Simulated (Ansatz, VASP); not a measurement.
## AlGaN2: VASP beside Ansatz

```xyz
4
Lattice="3.3101 0.0000 0.0000 0.0000 3.3101 0.0000 0.0000 0.0000 3.8830" Properties=species:S:1:pos:R:3 pbc="T T T"
Al    1.6550    1.6550    1.9415
Ga    0.0000    0.0000    0.0000
N     1.6550    0.0000    2.8594
N     0.0000    1.6550    1.0236
```

Alike in both runs: functional LDA; k mesh 8 × 8 × 6; occupations gaussian, width 0.05 eV; no spin polarisation.

Ansatz relaxed the structure, and its values are those at the end. VASP's run is a single point on that final structure, the one shown.

|  | VASP | Ansatz |
| --- | --- | --- |
| version | VASP 6.6.1 | Ansatz 0.2.0 |
| potentials or method | VASP PAW LDA potentials, release 64 (Al, Ga_d, N), cutoff 520 eV | scalar-relativistic, plane waves, PAW |
| valence electrons in the cell | 26 | 26 |

VASP gave:

| Quantity | Value |
| --- | --- |
| gap on the k mesh at the Fermi level (eV) | 2.81 |
| least direct gap on the mesh (eV) | 2.81 |
| pressure (GPa) | -2.2 |
| rms of the force components (eV/Å) | 0.010 |

Task: Estimate Ansatz's values.

Result: gap on the k mesh at the Fermi level (eV): 2.80; least direct gap on the mesh (eV): 2.80; pressure (GPa): -3.1; rms of the force components (eV/Å): 0.000.

Ansatz warns that its potentials were made for another functional, while VASP's fit it. LDA's correlation is that of Perdew and Zunger in VASP and of Perdew and Wang (1992) in Ansatz. Ansatz's warnings: stress scf threshold loose.
